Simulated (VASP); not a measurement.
Write the native input for VASP 6.6.1 that does the following.

```
Task                   : single point
Functional             : r2SCAN
Dispersion             : D3(BJ)
Potentials or basis    : VASP PAW PBE potentials, release 64 (O)
Cutoff                 : 520 eV
k mesh                 : 16 × 16 × 9
Occupations            : methfessel-paxton, width 0.02 eV
Spin                   : no spin polarisation
Dipole correction      : no
Further INCAR settings : ALGO = Normal; EDIFF = 1e-06; NBANDS = 9
```

Crystal: O.

```
O
1.0
     1.82173    0.00000    0.00000
     0.00000    1.82173    0.00000
     0.00000    0.00000    3.13239
O
1
Direct
  0.00000 0.00000 0.00000
```

One way to write it, as run:

POSCAR

```
O
1.0
    1.8217297147      0.0000000000      0.0000000000
    0.0000000000      1.8217297147      0.0000000000
    0.0000000000      0.0000000000      3.1323852384
O
1
Direct
    0.0000000000      0.0000000000      0.0000000000
```

INCAR.step1

```
SYSTEM = O
PREC = Accurate
ENCUT = 520
ISMEAR = 1
SIGMA = 0.02
LREAL = .False.
LASPH = .True.
NELM = 80
NBANDS = 9
GGA = PE
ALGO = Normal
EDIFF = 1E-4
LWAVE = .True.
LCHARG = .False.
```

INCAR.step2

```
SYSTEM = O
PREC = Accurate
ENCUT = 520
EDIFF = 1E-6
ISMEAR = 1
SIGMA = 0.02
LREAL = .False.
LASPH = .True.
NELM = 80
ALGO = Normal
ISIF = 2
LWAVE = .False.
LCHARG = .True.
METAGGA = R2SCAN
LMIXTAU = .True.
IVDW = 12
VDW_S6 = 1.0
VDW_S8 = 0.78981345
VDW_A1 = 0.49484001
VDW_A2 = 5.73083694
LELF = .True.
LVHAR = .True.
NBANDS = 9
ISTART = 1
```

KPOINTS

```
regular mesh
0
Gamma
  16 16 9
  0 0 0
```

Potentials or basis: VASP PAW PBE potentials, release 64 (O).

Launch:

```bash
$ cat potpaw_PBE.64/O/POTCAR > POTCAR
$ cp INCAR.step1 INCAR
$ mpirun -np 1 vasp_std > vasp.out
$ cp INCAR.step2 INCAR
$ mpirun -np 1 vasp_std > vasp.out
```

Results of the run:

```json
{"Pressure": "-9.8 GPa", "Band gap on the k mesh": "zero (band 3 reaches 3.13 eV, above the bottom of band 4 at -1.93 eV)", "Dispersion energy per atom": "-0.039 eV"}
```

Caveat: three body term missing; the PAW data sets were made with another functional, which shifts forces and pressure a little; pairwise dispersion overbinds metals, which lowers pressure and volume.

Wall time 55 s on 1 thread of Intel(R) Xeon(R) Platinum 8124M CPU @ 3.00GHz (Skylake/Cascade Lake), with other jobs on the host, peak memory 0.13 GiB.
